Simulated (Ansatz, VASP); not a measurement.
# As: VASP beside Ansatz

File POSCAR:

```
As
1.0
    1.8250000000     -5.5000000000      0.0000000000
    1.8250000000      5.5000000000      0.0000000000
    0.0000000000      0.0000000000      4.4700000000
As
4
Direct
    0.1100000000      0.8900000000      0.9400000000
    0.6100000000      0.3900000000      0.5600000000
    0.8900000000      0.1100000000      0.0600000000
    0.3900000000      0.6100000000      0.4400000000
```

Contents of INCAR.step1:

```
ALGO = Normal ; EDIFF = 1E-5
ENCUT = 550 ; GGA = PE
GGA_COMPAT = False ; ISMEAR = 0
LASPH = True ; LCHARG = False
LREAL = False ; LWAVE = True
NBANDS = 18 ; NELM = 120
PREC = Accurate ; SIGMA = 0.1
```

The input INCAR.step2:

```
ALGO = Normal ; EDIFF = 1E-6
ENCUT = 550 ; GGA_COMPAT = False
ISIF = 2 ; ISMEAR = 0
ISTART = 1 ; LASPH = True
LCHARG = False ; LMIXTAU = True
LREAL = False ; LWAVE = False
METAGGA = R2SCAN ; NBANDS = 18
NELM = 120 ; PREC = Accurate
SIGMA = 0.1
```

KPOINTS

```
k-points
0
Gamma
  6 6 4
```

Input for Ansatz:

```yaml
crystal:
  lattice:
    - [1.825, -5.5, 0.0]
    - [1.825, 5.5, 0.0]
    - [0.0, 0.0, 4.47]
  atoms:
    - { symbol: As, position: [0.11, 0.89, 0.94] }
    - { symbol: As, position: [0.61, 0.39, 0.56] }
    - { symbol: As, position: [0.89, 0.11, 0.06] }
    - { symbol: As, position: [0.39, 0.61, 0.44] }
basis:
  ecutwfc: 500
kpoints:
  mp_grid: { grid: [6, 6, 4] }
hamiltonian:
  xc: r2scan
scf:
  occupations: { method: gaussian, width: 0.1 }
  lower_state_search: "off"
output:
  forces: true
  stress: true
  eigenvalues: true
```

Alike in both runs: task single point; functional r2SCAN; k mesh 6 × 6 × 4; occupations gaussian, width 0.1 eV; no spin polarisation.

```csv
,VASP,Ansatz
version,VASP 6.6.1,Ansatz 0.2.0
potentials or method,"VASP PAW PBE potentials, release 64 (As), cutoff 550 eV","scalar-relativistic, plane waves, PAW"
valence electrons in the cell,20,60
```

Ansatz gave:

```
gap on the k mesh at the Fermi level (eV)                     : 0.28
least direct gap on the mesh (eV)                             : 0.28
pressure (GPa)                                                : 1.3
traceless stress, the component that is largest in VASP (GPa) : 1.26
rms of the force components (eV/Å)                            : 0.216
```

Which values does VASP return?

gap on the k mesh at the Fermi level (eV): 0.29; least direct gap on the mesh (eV): 0.29; pressure (GPa): 1.4; traceless stress, the component that is largest in VASP (GPa): 1.23; rms of the force components (eV/Å): 0.195.

VASP's potentials were made for PBE, not for r2SCAN. Atom by atom the forces differ by 0.022 eV/Å (rms over components). VASP's potentials hold 20 valence electrons a cell and Ansatz's 60, so a difference there can come from the potentials and not from the codes.
